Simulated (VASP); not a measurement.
# Rh (I4/mmm) in VASP: further runs

Rh is run at these levels: LDA; tasks: single point.

All numbers are computed with VASP 6.6.1; they aren't measurements. Logs are shortened: lines on timing, memory, paths and dates and some standing lists are left out, and cuts for length are marked.

## (1) The cell of the first run

Symmetry: I4/mmm, No. 139, tetragonal system. Conventional cell: a = 2.706 Å, b = 2.706 Å, c = 3.035 Å, α = 90.00°, β = 90.00°, γ = 90.00°. Within 3.2 Å of Rh (site symmetry 4/mmm) lie 14 Rh at 2.44 to 3.04 Å.

## (2) Single point, LDA (11.11 Å³/atom)

The input, INCAR:

```
  PREC = Accurate
  ENCUT = 520
  EDIFF = 1E-6
  ISMEAR = 0
  SIGMA = 0.15
  LREAL = False
  LASPH = True
  NELM = 60
  ALGO = Normal
  ISIF = 2
  LWAVE = False
  LCHARG = False
  NBANDS = 14
```

The input, KPOINTS:

```
Automatic mesh
0
Gamma
  22 22 22
```

The input, POSCAR:

```
Rh
1.0
    0.0000000000      1.9132297230      1.5175738163
    1.9132297230      0.0000000000      1.5175738163
    1.9132297230      1.9132297230      0.0000000000
Rh
1
Direct
    0.0000000000      0.0000000000      0.0000000000
```

Potentials or basis: VASP PAW LDA potentials, release 64 (Rh_pv).

Run with:

```bash
$ cat potpaw_LDA.64/Rh_pv/POTCAR > POTCAR
$ mpirun -np 1 vasp_std > vasp.out
```

OUTCAR:

```text
PREC = Accurate
   ENCUT = 520
   EDIFF = 1E-6
   ISMEAR = 0
   LREAL = False
   LASPH = True
   NELM = 60
   ISIF = 2

 ion  position               nearest neighbor table
   1  0.000  0.000  0.000-

  LATTYP: Found a body centered tetragonal cell.
 ALAT       =     2.7057154222
 C/A-ratio  =     1.1217541977

  Lattice vectors:

 A1 = (   0.0000000000,  -1.9132297230,  -1.5175738163)
 A2 = (   0.0000000000,   1.9132297230,  -1.5175738163)
 A3 = (   1.9132297230,   0.0000000000,   1.5175738163)

Analysis of symmetry for initial positions (statically):
=====================================================================
 Subroutine PRICEL returns:
 Original cell was already a primitive cell.

 Routine SETGRP: Setting up the symmetry group for a
 body centered tetragonal supercell.

 Subroutine GETGRP returns: Found 16 space group operations
 (whereof 16 operations were pure point group operations)
 out of a pool of 16 trial point group operations.

The static configuration has the point symmetry D_4h.

Analysis of symmetry for dynamics (positions and initial velocities):
=====================================================================
 Subroutine PRICEL returns:
 Original cell was already a primitive cell.

 Routine SETGRP: Setting up the symmetry group for a
 body centered tetragonal supercell.

 Subroutine GETGRP returns: Found 16 space group operations
 (whereof 16 operations were pure point group operations)
 out of a pool of 16 trial point group operations.

The dynamic configuration has the point symmetry D_4h.

 Subroutine INISYM returns: Found 16 space group operations
 (whereof 16 operations are pure point group operations),
 and found     1 'primitive' translations

----------------------------------------------------------------------------------------

                                     Primitive cell

  volume of cell :      11.1100

  direct lattice vectors                    reciprocal lattice vectors
     0.000000000  1.913229723  1.517573816    -0.261338194  0.261338194  0.329473265
     1.913229723  0.000000000  1.517573816     0.261338194 -0.261338194  0.329473265
     1.913229723  1.913229723  0.000000000     0.261338194  0.261338194 -0.329473265

  length of vectors
     2.442023395  2.442023395  2.705715422     0.495124161  0.495124161  0.495124161

  position of ions in fractional coordinates (direct lattice)
     0.000000000  0.000000000  0.000000000

  ion indices of the primitive-cell ions
   primitive index   ion index
                 1           1

----------------------------------------------------------------------------------------

 KPOINTS: Automatic mesh

Automatic generation of k-mesh.
 Grid dimensions read from file:
 generate k-points for:   22   22   22

 Generating k-lattice:

  Cartesian coordinates                     Fractional coordinates (reciprocal lattice)
    -0.011879009  0.011879009  0.014976057     0.045454545  0.000000000  0.000000000
     0.011879009 -0.011879009  0.014976057     0.000000000  0.045454545  0.000000000
     0.011879009  0.011879009 -0.014976057     0.000000000  0.000000000  0.045454545

  Length of vectors
     0.022505644  0.022505644  0.022505644

  Shift w.r.t. Gamma in fractional coordinates (k-lattice)
     0.000000000  0.000000000  0.000000000

 Subroutine IBZKPT returns following result:
 ===========================================

 Found    834 irreducible k-points:

 Following reciprocal coordinates:
            Coordinates               Weight
  0.000000  0.000000  0.000000      1.000000
  0.045455 -0.000000  0.000000      8.000000
  0.090909 -0.000000  0.000000      8.000000
  0.136364  0.000000  0.000000      8.000000
  0.181818  0.000000  0.000000      8.000000
  0.227273  0.000000  0.000000      8.000000
[... 16 lines left out ...]
  0.500000  0.045455  0.000000      8.000000
 -0.454545  0.045455  0.000000      8.000000
 [... further k-points ...]
   k-points           NKPTS =    834   k-points in BZ     NKDIM =    834   number of bands    NBANDS=     14
   number of dos      NEDOS =    301   number of ions     NIONS =      1
   total plane-waves  NPLWV =   6480
   dimension x,y,z NGX =    18 NGY =   18 NGZ =   20
   dimension x,y,z NGXF=    36 NGYF=   36 NGZF=   40
   ions per type =               1
   NGX,Y,Z   is equivalent  to a cutoff of  12.25, 12.25, 12.29 a.u.
   NGXF,Y,Z  is equivalent  to a cutoff of  24.51, 24.51, 24.58 a.u.
 SYSTEM =  unknown system
   PREC   = accura    normal or accurate (medium, high low for compatibility)
   ISTART =      0    job   : 0-new  1-cont  2-samecut
   ICHARG =      2    charge: 1-file 2-atom 10-const
   ISPIN  =      1    spin polarized calculation?
   LNONCOLLINEAR =      F non collinear calculations
   LSORBIT =      F    spin-orbit coupling
   LASPH  =      T    aspherical Exc in radial PAW
   ENCUT  =  520.0 eV  38.22 Ry    6.18 a.u.   4.54  4.54  5.03*2*pi/ulx,y,z
   NELM   =     60;   NELMIN=  2; NELMDL= -5     # of ELM steps
   EDIFF  = 0.1E-05   stopping-criterion for ELM
   LREAL  =      F    real-space projection
   EDIFFG = 0.1E-04   stopping-criterion for IOM
   NSW    =      0    number of steps for IOM
   IBRION =     -1    ionic relax: 0-MD 1-quasi-New 2-CG
   NFREE  =      0    steps in history (QN), initial steepest desc. (CG)
   ISIF   =      2    stress and relaxation
   ISYM   =      2    0-nonsym 1-usesym 2-fastsym
   POTIM  = 0.5000    time-step for ionic-motion
   TEBEG  =    0.0;   TEEND  =   0.0 temperature during run
   PSTRESS=    0.0 pullay stress
   NELECT =      15.0000    total number of electrons
   NUPDOWN=      -1.0000    fix difference up-down
   EMIN   =  10.00;   EMAX   =-10.00  energy-range for DOS
   EFERMI =   0.00;   METHOD = LEGACY
   ISMEAR =     0;   SIGMA  =   0.15  broadening in eV -4-tet -1-fermi 0-gaus
   EFERMI_NEDOS =   21; number of points for ismear=-14 and -15
   IALGO  =     38    algorithm
   IMIX   =      4    mixing-type and parameters
     AMIX     =   0.40;   BMIX     =  1.00
     AMIX_MAG =   1.60;   BMIX_MAG =  1.00
  volume/ion in A,a.u.               =      11.11        74.97
  Fermi-wavevector in a.u.,A,eV,Ry     =   1.809397  3.419265 44.544358  3.273918
  Thomas-Fermi vector in A             =   2.868275
   LORBIT       =      0    0 simple, 1 ext, 2 COOP (PROOUT), +10 PAW based schemes
   GGA     = CA    functional components
   LHFCALC =     F    Hartree Fock is set to
   AEXX    =    0.0000 exact exchange contribution
   IVDW    =     0    specifies the selected vdW correction
   LEPSILON=     F    determine dielectric tensor
   LRPA    =     F    only Hartree local field effects (RPA)
 non-spin polarized calculation
 Gauss-broadening in eV      SIGMA  =   0.15
  energy-cutoff  :      520.00
  volume of cell :       11.11
 maximum number of plane-waves:       317
   NGX =  9   NGY =  9   NGZ =  9

 number of electron      14.9999999 magnetization

 Free energy of the ion-electron system (eV)
  ---------------------------------------------------
  ext. energy  EPLUGINS =         0.00000000
  ---------------------------------------------------
  free energy    TOTEN  =        -7.81336769 eV

  energy without entropy =       -7.79801340  energy(sigma->0) =       -7.80569054

 E-fermi :  15.9432     XC(G=0): -15.7386

 val. band max:       15.9422421461   @ k =   0.5000   0.0455   0.0909
 cond. band min:      15.9455429274   @ k =   0.4545   0.0455   0.4091
 fundamental gap:      0.0033007813
 Fermi energy:        15.9432119072

 k-point     1 :       0.0000    0.0000    0.0000
  band No.  band energies     occupation
      1     -30.3530      2.00000
      2     -30.3530      2.00000
      3     -30.2217      2.00000
      4       6.4725      2.00000
      5      11.4079      2.00000
      6      11.4079      2.00000
      7      12.6566      2.00000
      8      14.0393      2.00000
      9      15.7568      1.92110
     10      32.7777      0.00000
     11      35.4096      0.00000
     12      35.4096      0.00000
     13      36.1284      0.00000
     14      46.5223      0.00000

 k-point     2 :       0.0455   -0.0000    0.0000
  band No.  band energies     occupation
      1     -30.3732      2.00000
      2     -30.3619      2.00000
      3     -30.2352      2.00000
      4       6.5796      2.00000
      5      11.4104      2.00000
      6      11.4413      2.00000
      7      12.6661      2.00000
      8      14.0042      2.00000
      9      15.7194      1.96512
     10      32.9367      0.00000
     11      35.4402      0.00000
     12      35.5766      0.00000
     13      36.1285      0.00000
     14      44.9774      0.00000

 k-point     3 :       0.0909   -0.0000    0.0000
  band No.  band energies     occupation
      1     -30.4492      2.00000
      2     -30.3877      2.00000
      3     -30.2571      2.00000
      4       6.8883      2.00000
      5      11.4139      2.00000
      6      11.4968      2.00000
      7      12.7421      2.00000
      8      13.9180      2.00000
      9      15.6231      1.99745
     10      33.3665      0.00000
     11      35.4631      0.00000
     12      36.0695      0.00000
     13      36.1281      0.00000
     14      43.6461      0.00000
[... 324 lines left out ...]
 k-point    23 :       0.5000    0.0455    0.0000
  band No.  band energies     occupation
      1     -31.8373      2.00000
      2     -30.7891      2.00000
      3     -30.3122      2.00000
      4       7.9426      2.00000
      5      10.2219      2.00000
      6      13.7902      2.00000
      7      15.1979      2.00000
      8      17.8007      0.00000
      9      17.9417      0.00000
     10      27.6521      0.00000
     11      31.1152      0.00000
     12      36.1305      0.00000
     13      37.5943      0.00000
     14      41.6903      0.00000

 k-point    24 :      -0.4545    0.0455    0.0000
  band No.  band energies     occupation
      1     -31.8144      2.00000
      2     -30.7796      2.00000
      3     -30.3153      2.00000
      4       7.9804      2.00000
      5      10.2429      2.00000
      6      13.6737      2.00000
      7      15.3247      2.00000
      8      17.5392      0.00000
      9      17.7407      0.00000
     10      27.9545      0.00000
     11      31.1977      0.00000
     12      36.1306      0.00000
     13      37.9470      0.00000
     14      41.6925      0.00000

 [... further k-points ...]

------------------------ aborting loop because EDIFF is reached ----------------------------------------

  FORCE on cell =-STRESS in cart. coord.  units (eV):
  Direction    XX          YY          ZZ          XY          YZ          ZX
  --------------------------------------------------------------------------------------
  -------------------------------------------------------------------------------------
  Total        5.4721500      5.4721500      8.8366539      0.0000000      0.0000000     -0.0000000
  in kB      789.1408337    789.1408337   1274.3372173      0.0000000      0.0000000     -0.0000000
  external PRESSURE =     950.8729616 kB  Pullay stress =       0.0000000 kB

 VOLUME and BASIS-vectors are now :
 -----------------------------------------------------------------------------
  energy-cutoff  :      520.00
  volume of cell :       11.11
      direct lattice vectors                 reciprocal lattice vectors
     0.000000000  1.913229723  1.517573816    -0.261338194  0.261338194  0.329473265
     1.913229723  0.000000000  1.517573816     0.261338194 -0.261338194  0.329473265
     1.913229723  1.913229723  0.000000000     0.261338194  0.261338194 -0.329473265

 POSITION                                       TOTAL-FORCE (eV/Angst)
 -----------------------------------------------------------------------------------
      0.00000      0.00000      0.00000        -0.000000     -0.000000     -0.000000
 -----------------------------------------------------------------------------------
    total drift:                                0.000000     -0.000000      0.000000

  FREE ENERGIE OF THE ION-ELECTRON SYSTEM (eV)
  ---------------------------------------------------
  free  energy   TOTEN  =        -7.8133676913 eV

  energy  without entropy=       -7.7980133953  energy(sigma->0) =       -7.80569054
```

It took 40 s on 1 thread of AMD EPYC 9R45 (Zen 5), shared host; peak memory 0.19 GiB.

What came out:

- Free energy: -7.8134 eV
- Pressure: 95.1 GPa
- Band gap on the k mesh: zero (an odd number of electrons rules out a gap without spin polarisation)

Caveat: the stress differs along the axes, from 79 to 127 GPa.

[end of part 1 of 2]
